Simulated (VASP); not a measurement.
# MoSe2 (P6_3/mmc) in VASP: dielectric tensor with PBE

Aim: the dielectric tensor of MoSe2 with PBE.

Everything below comes from runs of VASP 6.6.1. Logs are shortened: lines on timing, memory, paths and dates and some standing lists are left out, and cuts for length are marked.

### Step 1. The cell of the first run

It takes space group P6_3/mmc (No. 194, hexagonal). The conventional cell has a = 3.305 Å, b = 3.305 Å, c = 13.088 Å, α = 90.00°, β = 90.00°, γ = 120.00°. Within 3.4 Å of Mo (site symmetry -6m2) lie 6 Se at 2.53 Å and 6 Mo at 3.31 Å. Within 3.4 Å of Se (site symmetry 3m) lie 3 Mo at 2.53 Å and 7 Se at 3.31 Å.

### Step 2. Dielectric tensor, PBE

Input file INCAR:

```
  PREC = Accurate
  ENCUT = 400
  EDIFF = 1E-8
  ISMEAR = 0
  SIGMA = 0.01
  LREAL = False
  LASPH = True
  NELM = 120
  ALGO = Normal
  ISIF = 2
  LWAVE = False
  LCHARG = False
  GGA = PE
  LEPSILON = True
  GGA_COMPAT = False
```

Input file KPOINTS:

```
regular mesh
0
Gamma
  9 9 2
```

Input file POSCAR:

```
MoSe2
1.0
    3.3053967699      0.0000000000      0.0000000000
   -1.6526983850      2.8625575724      0.0000000000
    0.0000000000      0.0000000000     13.0878309610
Mo Se
2 4
Direct
    0.3333333333      0.6666666667      0.2500000000
    0.6666666667      0.3333333333      0.7500000000
    0.6666666667      0.3333333333      0.3766314215
    0.6666666667      0.3333333333      0.1233685785
    0.3333333333      0.6666666667      0.8766314215
    0.3333333333      0.6666666667      0.6233685785
```

Potentials or basis: VASP PAW PBE potentials, release 64 (Mo_sv, Se).

Launch:

```
cat potpaw_PBE.64/Mo_sv/POTCAR potpaw_PBE.64/Se/POTCAR > POTCAR
mpirun -np 1 vasp_std > vasp.out
```

OUTCAR:

```text
PREC = Accurate
   ENCUT = 400
   EDIFF = 1E-8
   ISMEAR = 0
   LREAL = False
   LASPH = True
   NELM = 120
   ISIF = 2
   GGA = PE
   LEPSILON = True

 ion  position               nearest neighbor table
   1  0.333  0.667  0.250-   3 2.53   4 2.53   3 2.53   4 2.53   3 2.53   4 2.53
   2  0.667  0.333  0.750-   5 2.53   6 2.53   5 2.53   6 2.53   5 2.53   6 2.53
   3  0.667  0.333  0.377-   1 2.53   1 2.53   1 2.53
   4  0.667  0.333  0.123-   1 2.53   1 2.53   1 2.53
   5  0.333  0.667  0.877-   2 2.53   2 2.53   2 2.53
   6  0.333  0.667  0.623-   2 2.53   2 2.53   2 2.53

  LATTYP: Found a hexagonal cell.
 ALAT       =     3.3053967699
 C/A-ratio  =     3.9595340203

  Lattice vectors:

 A1 = (   3.3053967699,   0.0000000000,   0.0000000000)
 A2 = (  -1.6526983850,   2.8625575724,   0.0000000000)
 A3 = (   0.0000000000,   0.0000000000,  13.0878309610)

Analysis of symmetry for initial positions (statically):
=====================================================================
 Subroutine PRICEL returns:
 Original cell was already a primitive cell.

 Routine SETGRP: Setting up the symmetry group for a
 hexagonal supercell.

 Subroutine GETGRP returns: Found 24 space group operations
 (whereof 12 operations were pure point group operations)
 out of a pool of 24 trial point group operations.

The static configuration has the point symmetry D_3d.
 The point group associated with its full space group is D_6h.

Analysis of symmetry for dynamics (positions and initial velocities):
=====================================================================
 Subroutine PRICEL returns:
 Original cell was already a primitive cell.

 Routine SETGRP: Setting up the symmetry group for a
 hexagonal supercell.

 Subroutine GETGRP returns: Found 24 space group operations
 (whereof 12 operations were pure point group operations)
 out of a pool of 24 trial point group operations.

The dynamic configuration has the point symmetry D_3d.
 The point group associated with its full space group is D_6h.

 Subroutine INISYM returns: Found 24 space group operations
 (whereof 12 operations are pure point group operations),
 and found     1 'primitive' translations

----------------------------------------------------------------------------------------

                                     Primitive cell

  volume of cell :     123.8356

  direct lattice vectors                    reciprocal lattice vectors
     3.305396770  0.000000000  0.000000000     0.302535541  0.174668976  0.000000000
    -1.652698385  2.862557572  0.000000000     0.000000000  0.349337952  0.000000000
     0.000000000  0.000000000 13.087830961     0.000000000  0.000000000  0.076406855

  length of vectors
     3.305396770  3.305396770 13.087830961     0.349337952  0.349337952  0.076406855

  position of ions in fractional coordinates (direct lattice)
     0.333333333  0.666666667  0.250000000
     0.666666667  0.333333333  0.750000000
     0.666666667  0.333333333  0.376631422
     0.666666667  0.333333333  0.123368578
     0.333333333  0.666666667  0.876631422
     0.333333333  0.666666667  0.623368578

  ion indices of the primitive-cell ions
   primitive index   ion index
                 1           1
                 2           2
                 3           3
                 4           4
                 5           5
                 6           6

----------------------------------------------------------------------------------------

 KPOINTS: regular mesh

Automatic generation of k-mesh.
 Grid dimensions read from file:
 generate k-points for:    9    9    2

 Generating k-lattice:

  Cartesian coordinates                     Fractional coordinates (reciprocal lattice)
     0.033615060  0.019407664  0.000000000     0.111111111  0.000000000  0.000000000
     0.000000000  0.038815328  0.000000000     0.000000000  0.111111111  0.000000000
     0.000000000  0.000000000  0.038203427     0.000000000  0.000000000  0.500000000

  Length of vectors
     0.038815328  0.038815328  0.038203427

  Shift w.r.t. Gamma in fractional coordinates (k-lattice)
     0.000000000  0.000000000  0.000000000

 Subroutine IBZKPT returns following result:
 ===========================================

 Found     24 irreducible k-points:

 Following reciprocal coordinates:
[... 46 lines left out ...]
   NSW    =      0    number of steps for IOM
   IBRION =     -1    ionic relax: 0-MD 1-quasi-New 2-CG
   NFREE  =      0    steps in history (QN), initial steepest desc. (CG)
   ISIF   =      2    stress and relaxation
   ISYM   =      2    0-nonsym 1-usesym 2-fastsym
   POTIM  = 0.5000    time-step for ionic-motion
   TEBEG  =    0.0;   TEEND  =   0.0 temperature during run
   PSTRESS=    0.0 pullay stress
   NELECT =      52.0000    total number of electrons
   NUPDOWN=      -1.0000    fix difference up-down
   EMIN   =  10.00;   EMAX   =-10.00  energy-range for DOS
   EFERMI =   0.00;   METHOD = LEGACY
   ISMEAR =     0;   SIGMA  =   0.01  broadening in eV -4-tet -1-fermi 0-gaus
   EFERMI_NEDOS =   21; number of points for ismear=-14 and -15
   IALGO  =     38    algorithm
   IMIX   =      4    mixing-type and parameters
     AMIX     =   0.40;   BMIX     =  1.00
     AMIX_MAG =   1.60;   BMIX_MAG =  1.00
  volume/ion in A,a.u.               =      20.64       139.28
  Fermi-wavevector in a.u.,A,eV,Ry     =   1.225916  2.316646 20.447794  1.502870
  Thomas-Fermi vector in A             =   2.360936
   LORBIT       =      0    0 simple, 1 ext, 2 COOP (PROOUT), +10 PAW based schemes
   GGA     = PE    functional components
   LHFCALC =     F    Hartree Fock is set to
   AEXX    =    0.0000 exact exchange contribution
   IVDW    =     0    specifies the selected vdW correction
   LEPSILON=     T    determine dielectric tensor
   LRPA    =     F    only Hartree local field effects (RPA)
 non-spin polarized calculation
 Gauss-broadening in eV      SIGMA  =   0.01
  energy-cutoff  :      400.00
  volume of cell :      123.84
 maximum number of plane-waves:      2310
 NGX is ok and might be reduce to    24
   NGX = 11   NGY = 11   NGZ = 43

--------------------------------------- Ionic step        1  -------------------------------------------

 number of electron      51.9999999 magnetization

 E-fermi :   6.2290     XC(G=0): -10.5415

 val. band max:        6.1748923183   @ k =   0.0000   0.0000   0.0000
 cond. band min:       7.1538854068   @ k =   0.2222   0.1111   0.0000
 fundamental gap:      0.9789930885
 Fermi energy:         6.2289553863

 k-point     1 :       0.0000    0.0000    0.0000
  band No.  band energies     occupation
      1     -55.0087      2.00000
      2     -55.0087      2.00000
      3     -29.1677      2.00000
      4     -29.1676      2.00000
      5     -28.9991      2.00000
      6     -28.9991      2.00000
[... 805 lines left out ...]
     30       8.3621      0.00000
     31       8.8860      0.00000

  FORCE on cell =-STRESS in cart. coord.  units (eV):
  Direction    XX          YY          ZZ          XY          YZ          ZX
  --------------------------------------------------------------------------------------
  -------------------------------------------------------------------------------------
  Total        1.5700568      1.5700568      2.8426451     -0.0000000     -0.0000000      0.0000000
  in kB       20.3132983     20.3132983     36.7779674     -0.0000000     -0.0000000      0.0000000
  external PRESSURE =      25.8015213 kB  Pullay stress =       0.0000000 kB

 VOLUME and BASIS-vectors are now :
 -----------------------------------------------------------------------------
  energy-cutoff  :      400.00
  volume of cell :      123.84
      direct lattice vectors                 reciprocal lattice vectors
     3.305396770  0.000000000  0.000000000     0.302535541  0.174668976  0.000000000
    -1.652698385  2.862557572  0.000000000     0.000000000  0.349337952  0.000000000
     0.000000000  0.000000000 13.087830961     0.000000000  0.000000000  0.076406855

 POSITION                                       TOTAL-FORCE (eV/Angst)
 -----------------------------------------------------------------------------------
     -0.00000      1.90837      3.27196         0.000000      0.000000     -0.000000
      1.65270      0.95419      9.81587        -0.000000     -0.000000     -0.000000
      1.65270      0.95419      4.92929        -0.000000     -0.000000      0.233160
      1.65270      0.95419      1.61463        -0.000000     -0.000000     -0.233160
     -0.00000      1.90837     11.47320        -0.000000     -0.000000      0.233160
     -0.00000      1.90837      8.15854        -0.000000     -0.000000     -0.233160
 -----------------------------------------------------------------------------------
    total drift:                               -0.000000      0.000000     -0.000000

  FREE ENERGIE OF THE ION-ELECTRON SYSTEM (eV)
  ---------------------------------------------------
  free  energy   TOTEN  =       -39.8969439783 eV

  energy  without entropy=      -39.8969439783  energy(sigma->0) =      -39.89694398

 HEAD OF MICROSCOPIC STATIC DIELECTRIC TENSOR (INDEPENDENT PARTICLE, excluding Hartree and local field effects)
 ------------------------------------------------------
          17.431889    -0.000000     0.000000
          -0.000000    17.431889     0.000000
           0.000000     0.000000    10.961117
 ------------------------------------------------------

 Free energy of the ion-electron system (eV)
  ---------------------------------------------------
  ---------------------------------------------------
  free energy    TOTEN  =        -5.75562444 eV

  energy without entropy =       -5.75562444

------------------------ aborting loop because EDIFF is reached ----------------------------------------

--------------------------------------- Ionic step        2  -------------------------------------------

------------------------ aborting loop because EDIFF is reached ----------------------------------------

--------------------------------------- Ionic step        3  -------------------------------------------

 Free energy of the ion-electron system (eV)
  ---------------------------------------------------
  ---------------------------------------------------
  free energy    TOTEN  =        -2.33822527 eV

  energy without entropy =       -2.33822527

------------------------ aborting loop because EDIFF is reached ----------------------------------------

 PIEZOELECTRIC TENSOR FIELD DIRECTION 3  (e Angst)
 -----------------------------------------------------------------------------
    -0.00001  0.00000  0.00000           (  0.00000 -0.00000  0.00000)
     0.00000 -0.00001  0.00000           ( -0.00000  0.00000  0.00000)
     0.00000 -0.00000  0.00009           (  0.00000  0.00000  0.00000)

 PIEZOELECTRIC TENSOR FIELD DIRECTION 3  (C/m^2)
 -----------------------------------------------------------------------------
    -0.00000  0.00000  0.00000
     0.00000 -0.00000  0.00000
     0.00000 -0.00000  0.00001

 MACROSCOPIC STATIC DIELECTRIC TENSOR (including local field effects in DFT)
 ------------------------------------------------------
          16.658683    -0.000000     0.000000
          -0.000000    16.658683     0.000000
          -0.000000     0.000000     7.397296
 ------------------------------------------------------

 PIEZOELECTRIC TENSOR (including local field effects)  for field in x, y, z        (e  Angst)
          XX          YY          ZZ          XY          YZ          ZX
  --------------------------------------------------------------------------------
  x     0.00000     0.00000     0.00000     0.00000     0.00000     0.00000
  y     0.00000     0.00000     0.00000     0.00000     0.00000     0.00000
  z     0.00000     0.00000     0.00000     0.00000     0.00000     0.00000

 PIEZOELECTRIC TENSOR (including local field effects)  for field in x, y, z        (C/m^2)
          XX          YY          ZZ          XY          YZ          ZX
  --------------------------------------------------------------------------------
  x     0.00000     0.00000     0.00000     0.00000     0.00000     0.00000
  y     0.00000     0.00000     0.00000     0.00000     0.00000     0.00000
  z     0.00000     0.00000     0.00000     0.00000     0.00000     0.00000

 BORN EFFECTIVE CHARGES (including local field effects) (in |e|, cummulative output)
 ---------------------------------------------------------------------------------
 ion    1
    1    -1.78234     0.00000    -0.00000
    2     0.00000    -1.78234     0.00000
    3     0.00000    -0.00000    -0.92939
 ion    2
    1    -1.78234     0.00000    -0.00000
    2     0.00000    -1.78234     0.00000
    3    -0.00000    -0.00000    -0.92939
 ion    3
    1     0.89117    -0.00000     0.00000
    2    -0.00000     0.89117     0.00000
    3     0.00000     0.00000     0.46470
 ion    4
    1     0.89117    -0.00000     0.00000
    2    -0.00000     0.89117    -0.00000
    3    -0.00000     0.00000     0.46470
 ion    5
    1     0.89117    -0.00000     0.00000
    2    -0.00000     0.89117     0.00000
    3    -0.00000     0.00000     0.46470
 ion    6
    1     0.89117    -0.00000     0.00000
    2    -0.00000     0.89117    -0.00000
    3     0.00000     0.00000     0.46470
```

Run time: 7.9 min. Hardware: 1 thread of Intel Xeon 6975P-C (Granite Rapids), shared host; peak memory 0.49 GiB.

What came out:

- Band gap on the k mesh: 0.98 eV (least direct gap 1.39 eV)
- Electronic dielectric tensor (diagonal): 16.66, 16.66, 7.40
- Born charges (mean of the diagonal): Mo -1.50; Se +0.75 e

Electronic dielectric tensor:
```
16.66  0.00  0.00
 0.00 16.66  0.00
 0.00  0.00  7.40
```

Born effective charge tensors (e):
atom 1, Mo
```
-1.78  0.00  0.00
 0.00 -1.78  0.00
 0.00  0.00 -0.93
```
atom 2, Mo
```
-1.78  0.00  0.00
 0.00 -1.78  0.00
 0.00  0.00 -0.93
```
atom 3, Se
```
0.89 0.00 0.00
0.00 0.89 0.00
0.00 0.00 0.46
```
atom 4, Se
```
0.89 0.00 0.00
0.00 0.89 0.00
0.00 0.00 0.46
```
atom 5, Se
```
0.89 0.00 0.00
0.00 0.89 0.00
0.00 0.00 0.46
```
atom 6, Se
```
0.89 0.00 0.00
0.00 0.89 0.00
0.00 0.00 0.46
```

Caveat: this functional lacks dispersion, which binds layers or chains, so the pressure and a relaxed spacing across them are unreliable. A k mesh can miss the band edges.
